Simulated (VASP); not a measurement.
# P in VASP: notebook

P is run at these levels: PBE; tasks: single point, relaxation of cell and atoms.

Everything below comes from runs of VASP 6.6.1. Logs are shortened: lines on timing, memory, paths and dates and some standing lists are left out, and cuts for length are marked.

## Step 1: The cell of the first run

The structure is trigonal, space group R-3 (No. 148). Conventional cell: a = 9.320 Å, b = 9.320 Å, c = 4.746 Å, α = 90.00°, β = 90.00°, γ = 120.00°. P (site symmetry 1) has 3 P at 2.25 to 2.26 Å within 3.0 Å. P (site symmetry 1) has 3 P at 2.25 to 2.26 Å within 3.0 Å. Within 3.0 Å of P (site symmetry 1) lie 3 P at 2.25 to 2.26 Å.

## Step 2: Single point, PBE

INCAR reads:

```
  PREC = Accurate
  ENCUT = 520
  EDIFF = 1E-6
  ISMEAR = 0
  SIGMA = 0.1
  LREAL = F
  LASPH = T
  NELM = 60
  ALGO = Normal
  ISIF = 2
  LWAVE = F
  LCHARG = F
  GGA = PE
  NBANDS = 42
```

KPOINTS reads:

```
regular mesh
0
Gamma
  4 4 2
```

POSCAR reads:

```
P
1.0
    4.6601118332      2.6905168214      1.5820056325
   -4.6601118332      2.6905168214      1.5820056325
    0.0000000000     -5.3810336427      6.3280225301
P
12
Direct
    0.9730513090      0.7903168516      0.4945761038
    0.4730513090      0.2903168516      0.9945761038
    0.8467057300      0.3251809351      0.1424464777
    0.3467057300      0.8251809351      0.6424464777
    0.0510792490      0.7553385013      0.2338137064
    0.5510792490      0.2553385013      0.7338137064
    0.5269486910      0.7096831484      0.0054238962
    0.0269486910      0.2096831484      0.5054238962
    0.6532942700      0.1748190649      0.3575535223
    0.1532942700      0.6748190649      0.8575535223
    0.4489207510      0.7446614987      0.2661862936
    0.9489207510      0.2446614987      0.7661862936
```

Potentials or basis: VASP PAW PBE potentials, release 64 (P).

Launch:

```bash
cat potpaw_PBE.64/P/POTCAR > POTCAR
mpirun -np 1 vasp_std > vasp.out
```

OUTCAR:

```text
PREC = Accurate
   ENCUT = 520
   EDIFF = 1E-6
   ISMEAR = 0
   LREAL = F
   LASPH = T
   NELM = 60
   ISIF = 2
   GGA = PE

 ion  position               nearest neighbor table
   1  0.973  0.790  0.495-   8 2.25   5 2.26   4 2.26
   2  0.473  0.290  0.995-   7 2.25   6 2.26   3 2.26
   3  0.847  0.325  0.142-   9 2.25   5 2.26   2 2.26
   4  0.347  0.825  0.642-  10 2.25   6 2.26   1 2.26
   5  0.051  0.755  0.234-  11 2.25   1 2.26   3 2.26
   6  0.551  0.255  0.734-  12 2.25   2 2.26   4 2.26
   7  0.527  0.710  0.005-   2 2.25  11 2.26  10 2.26
   8  0.027  0.210  0.505-   1 2.25  12 2.26   9 2.26
   9  0.653  0.175  0.358-   3 2.25  11 2.26   8 2.26
  10  0.153  0.675  0.858-   4 2.25  12 2.26   7 2.26
  11  0.449  0.745  0.266-   5 2.25   7 2.26   9 2.26
  12  0.949  0.245  0.766-   6 2.25   8 2.26  10 2.26

  LATTYP: Found a base centered monoclinic cell.
 ALAT       =     6.2423145026
 B/A-ratio  =     1.4930717865
 C/A-ratio  =     1.3306902871
 COS(beta)  =    -0.1722890457

  Lattice vectors:

 A1 = (   4.6601118332,   2.6905168214,   1.5820056325)
 A2 = (  -4.6601118332,   2.6905168214,   1.5820056325)
 A3 = (   0.0000000000,  -5.3810336427,   6.3280225301)

Analysis of symmetry for initial positions (statically):
=====================================================================
 Subroutine PRICEL returns following result:

  LATTYP: Found a trigonal (rhomboedric) cell.
 ALAT       =     5.6087667883
 COS(alpha) =    -0.3806637065

  Lattice vectors:

 A1 = (   0.0000000000,   5.3810336428,  -1.5820056326)
 A2 = (   4.6601118332,  -2.6905168214,  -1.5820056325)
 A3 = (  -4.6601118332,  -2.6905168214,  -1.5820056325)

   2 primitive cells build up your supercell.

 Routine SETGRP: Setting up the symmetry group for a
 base centered monoclinic supercell.

 Subroutine GETGRP returns: Found  2 space group operations
 (whereof  2 operations were pure point group operations)
 out of a pool of  4 trial point group operations.

The static configuration has the point symmetry S_2 .

Analysis of symmetry for dynamics (positions and initial velocities):
=====================================================================
 Subroutine PRICEL returns following result:

  LATTYP: Found a trigonal (rhomboedric) cell.
 ALAT       =     5.6087667883
 COS(alpha) =    -0.3806637065

  Lattice vectors:

 A1 = (   0.0000000000,   5.3810336428,  -1.5820056326)
 A2 = (   4.6601118332,  -2.6905168214,  -1.5820056325)
 A3 = (  -4.6601118332,  -2.6905168214,  -1.5820056325)

   2 primitive cells build up your supercell.

 Routine SETGRP: Setting up the symmetry group for a
 base centered monoclinic supercell.

 Subroutine GETGRP returns: Found  2 space group operations
 (whereof  2 operations were pure point group operations)
 out of a pool of  4 trial point group operations.

The dynamic configuration has the point symmetry S_2 .

 Subroutine INISYM returns: Found  2 space group operations
 (whereof  2 operations are pure point group operations),
 and found     2 'primitive' translations

----------------------------------------------------------------------------------------

                                     Primitive cell

  volume of cell :     119.0122

  direct lattice vectors                    reciprocal lattice vectors
     0.000000000  5.381033643 -1.582005633    -0.000000000  0.123891934 -0.210703000
     4.660111833 -2.690516821 -1.582005633     0.107293562 -0.061945967 -0.210703000
    -4.660111833 -2.690516821 -1.582005632    -0.107293562 -0.061945967 -0.210703000

  length of vectors
     5.608766788  5.608766788  5.608766788     0.244427833  0.244427833  0.244427833

  position of ions in fractional coordinates (direct lattice)
     0.010847792  0.715107045  0.532372587
     0.715107045  0.532372587  0.010847792
     0.532372587  0.010847792  0.715107045
     0.989152208  0.284892955  0.467627413
     0.284892955  0.467627413  0.989152208
     0.467627413  0.989152208  0.284892955

  ion indices of the primitive-cell ions
   primitive index   ion index
                 1           1
                 2           4
                 3           5
                 4           8
                 5          10
                 6          11

----------------------------------------------------------------------------------------

 KPOINTS: regular mesh

Automatic generation of k-mesh.
 Grid dimensions read from file:
 generate k-points for:    4    4    2

 Generating k-lattice:

  Cartesian coordinates                     Fractional coordinates (reciprocal lattice)
     0.026823391  0.030972984  0.026337875     0.250000000  0.000000000  0.000000000
    -0.026823391  0.030972984  0.026337875     0.000000000  0.250000000  0.000000000
     0.000000000 -0.030972984  0.052675750    -0.000000000 -0.000000000  0.500000000

  Length of vectors
     0.048708353  0.048708353  0.061106958

  Shift w.r.t. Gamma in fractional coordinates (k-lattice)
     0.000000000  0.000000000  0.000000000

 Subroutine IBZKPT returns following result:
 ===========================================

 Found     20 irreducible k-points:

 Following reciprocal coordinates:
            Coordinates               Weight
  0.000000  0.000000  0.000000      1.000000
  0.250000 -0.000000  0.000000      2.000000
  0.000000 -0.250000  0.000000      2.000000
  0.500000 -0.000000  0.000000      1.000000
 -0.000000  0.500000  0.000000      1.000000
  0.250000  0.250000  0.000000      2.000000
[... 12 lines left out ...]
 -0.250000  0.250000  0.500000      2.000000
  0.500000  0.500000  0.500000      1.000000
   k-points           NKPTS =     20   k-points in BZ     NKDIM =     20   number of bands    NBANDS=     42
   number of dos      NEDOS =    301   number of ions     NIONS =     12
   total plane-waves  NPLWV = 112896
   dimension x,y,z NGX =    42 NGY =   42 NGZ =   64
   dimension x,y,z NGXF=    84 NGYF=   84 NGZF=  128
   ions per type =              12
   NGX,Y,Z   is equivalent  to a cutoff of  12.45, 12.45, 12.81 a.u.
   NGXF,Y,Z  is equivalent  to a cutoff of  24.90, 24.90, 25.62 a.u.
 SYSTEM =  unknown system
   PREC   = accura    normal or accurate (medium, high low for compatibility)
   ISTART =      0    job   : 0-new  1-cont  2-samecut
   ICHARG =      2    charge: 1-file 2-atom 10-const
   ISPIN  =      1    spin polarized calculation?
   LNONCOLLINEAR =      F non collinear calculations
   LSORBIT =      F    spin-orbit coupling
   LASPH  =      T    aspherical Exc in radial PAW
   ENCUT  =  520.0 eV  38.22 Ry    6.18 a.u.  10.43 10.43 15.44*2*pi/ulx,y,z
   NELM   =     60;   NELMIN=  2; NELMDL= -5     # of ELM steps
   EDIFF  = 0.1E-05   stopping-criterion for ELM
   LREAL  =      F    real-space projection
   EDIFFG = 0.1E-04   stopping-criterion for IOM
   NSW    =      0    number of steps for IOM
   IBRION =     -1    ionic relax: 0-MD 1-quasi-New 2-CG
   NFREE  =      0    steps in history (QN), initial steepest desc. (CG)
   ISIF   =      2    stress and relaxation
   ISYM   =      2    0-nonsym 1-usesym 2-fastsym
   POTIM  = 0.5000    time-step for ionic-motion
   TEBEG  =    0.0;   TEEND  =   0.0 temperature during run
   PSTRESS=    0.0 pullay stress
   NELECT =      60.0000    total number of electrons
   NUPDOWN=      -1.0000    fix difference up-down
   EMIN   =  10.00;   EMAX   =-10.00  energy-range for DOS
   EFERMI =   0.00;   METHOD = LEGACY
   ISMEAR =     0;   SIGMA  =   0.10  broadening in eV -4-tet -1-fermi 0-gaus
   EFERMI_NEDOS =   21; number of points for ismear=-14 and -15
   IALGO  =     38    algorithm
   IMIX   =      4    mixing-type and parameters
     AMIX     =   0.40;   BMIX     =  1.00
     AMIX_MAG =   1.60;   BMIX_MAG =  1.00
  volume/ion in A,a.u.               =      19.84       133.86
  Fermi-wavevector in a.u.,A,eV,Ry     =   1.034153  1.954266 14.551056  1.069472
  Thomas-Fermi vector in A             =   2.168434
   LORBIT       =      0    0 simple, 1 ext, 2 COOP (PROOUT), +10 PAW based schemes
   GGA     = PE    functional components
   LHFCALC =     F    Hartree Fock is set to
   AEXX    =    0.0000 exact exchange contribution
   IVDW    =     0    specifies the selected vdW correction
   LEPSILON=     F    determine dielectric tensor
   LRPA    =     F    only Hartree local field effects (RPA)
 non-spin polarized calculation
 Gauss-broadening in eV      SIGMA  =   0.10
  energy-cutoff  :      520.00
  volume of cell :      238.02
 maximum number of plane-waves:      6436
 NGX is ok and might be reduce to    42
   NGX = 21   NGY = 21   NGZ = 31

 number of electron      59.9999997 magnetization

 Free energy of the ion-electron system (eV)
  ---------------------------------------------------
  ext. energy  EPLUGINS =         0.00000000
  ---------------------------------------------------
  free energy    TOTEN  =       -64.06195510 eV

  energy without entropy =      -64.06195424  energy(sigma->0) =      -64.06195467

 E-fermi :   5.8778     XC(G=0):  -9.6178

 val. band max:        5.5787631222   @ k =   0.5000   0.5000   0.0000
 cond. band min:       6.1810414856   @ k =   0.2500   0.2500   0.5000
 fundamental gap:      0.6022783634
 Fermi energy:         5.8777892516

 k-point     1 :       0.0000    0.0000    0.0000
  band No.  band energies     occupation
      1      -9.5149      2.00000
      2      -8.0193      2.00000
      3      -7.6329      2.00000
      4      -6.4118      2.00000
      5      -5.9018      2.00000
      6      -5.2885      2.00000
[... 34 lines left out ...]
     41      10.1113      0.00000
     42      10.1223      0.00000
[... 814 lines left out ...]
      2      -8.3630      2.00000
      3      -7.7861      2.00000
      4      -7.7861      2.00000
      5      -5.4808      2.00000
      6      -5.4808      2.00000
[... 34 lines left out ...]
     41       8.9286      0.00000
     42       8.9286      0.00000

------------------------ aborting loop because EDIFF is reached ----------------------------------------

  FORCE on cell =-STRESS in cart. coord.  units (eV):
  Direction    XX          YY          ZZ          XY          YZ          ZX
  --------------------------------------------------------------------------------------
  -------------------------------------------------------------------------------------
  Total       -0.2801373     -0.4655088     -0.0461989      0.0782620     -0.1799482     -0.0630022
  in kB       -1.8856464     -3.1334094     -0.3109718      0.5267935     -1.2112582     -0.4240774
  external PRESSURE =      -1.7766758 kB  Pullay stress =       0.0000000 kB

 VOLUME and BASIS-vectors are now :
 -----------------------------------------------------------------------------
  energy-cutoff  :      520.00
  volume of cell :      238.02
      direct lattice vectors                 reciprocal lattice vectors
     4.660111833  2.690516821  1.582005633     0.107293562  0.123891934  0.105351500
    -4.660111833  2.690516821  1.582005633    -0.107293562  0.123891934  0.105351500
     0.000000000 -5.381033643  6.328022530     0.000000000 -0.061945967  0.105351500

 POSITION                                       TOTAL-FORCE (eV/Angst)
 -----------------------------------------------------------------------------------
      0.85156      2.08304      5.91935        -0.020225      0.038367     -0.007696
      0.85156     -3.29799      7.50135        -0.020225      0.038367     -0.007696
      2.43036      2.38647      2.75534        -0.060281     -0.050635      0.060807
     -2.22975     -0.30405      5.91935        -0.060281     -0.050635      0.060807
     -3.28193      0.91152      2.75534         0.012577     -0.066904      0.054094
      1.37818     -1.77900      5.91935         0.012577     -0.066904      0.054094
     -0.85156      3.29799      1.99068         0.020225     -0.038367      0.007696
     -0.85156     -2.08304      3.57269         0.020225     -0.038367      0.007696
      2.22975      0.30405      3.57269         0.060281      0.050635     -0.060807
     -2.43036     -2.38647      6.73670         0.060281      0.050635     -0.060807
     -1.37818      1.77900      3.57269        -0.012577      0.066904     -0.054094
      3.28193     -0.91152      6.73670        -0.012577      0.066904     -0.054094
 -----------------------------------------------------------------------------------
    total drift:                                0.000000      0.000000     -0.000000

  FREE ENERGIE OF THE ION-ELECTRON SYSTEM (eV)
  ---------------------------------------------------
  free  energy   TOTEN  =       -64.0619550959 eV

  energy  without entropy=      -64.0619542419  energy(sigma->0) =      -64.06195467
```

Run time: 5.5 min. Hardware: 1 thread of Intel Xeon 8259CL, shared host; peak memory 0.37 GiB.

Results:

```yaml
Free_energy: -64.0620 eV
Pressure: -0.2 GPa
Largest_force: 0.099 eV/Å
Band_gap_on_the_k_mesh: 0.60 eV
```

Forces on the atoms (eV/Å):
```
P   -0.020  0.038 -0.008
P   -0.020  0.038 -0.008
P   -0.060 -0.051  0.061
P   -0.060 -0.051  0.061
P    0.013 -0.067  0.054
P    0.013 -0.067  0.054
P    0.020 -0.038  0.008
P    0.020 -0.038  0.008
P    0.060  0.051 -0.061
P    0.060  0.051 -0.061
P   -0.013  0.067 -0.054
P   -0.013  0.067 -0.054
```

Levels at points of the mesh, in eV from the valence-band top:
```
           k point  band 28  band 29  band 30  band 31  band 32  band 33
(0.00, 0.00, 0.00)    -1.12    -1.11    -0.63     1.35     2.05     2.05
(0.50, 0.00, 0.00)    -1.33    -0.99    -0.99     1.04     1.04     2.13
(0.00, 0.50, 0.00)    -1.16    -1.01    -1.01     1.27     1.27     1.89
(0.50, 0.50, 0.00)    -0.67     0.00     0.00     0.64     0.73     0.78
(0.00, 0.00, 0.50)    -1.58    -1.05    -1.05     1.84     1.84     2.20
(0.50, 0.00, 0.50)    -0.91    -0.68    -0.63     0.63     0.78     1.35
(0.00, 0.50, 0.50)    -0.91    -0.67    -0.63     0.63     0.78     1.36
(0.50, 0.50, 0.50)    -0.58    -0.44    -0.44     1.03     1.03     1.73
```

A k mesh can miss the band edges.

(Continued in part 2 of 2.)
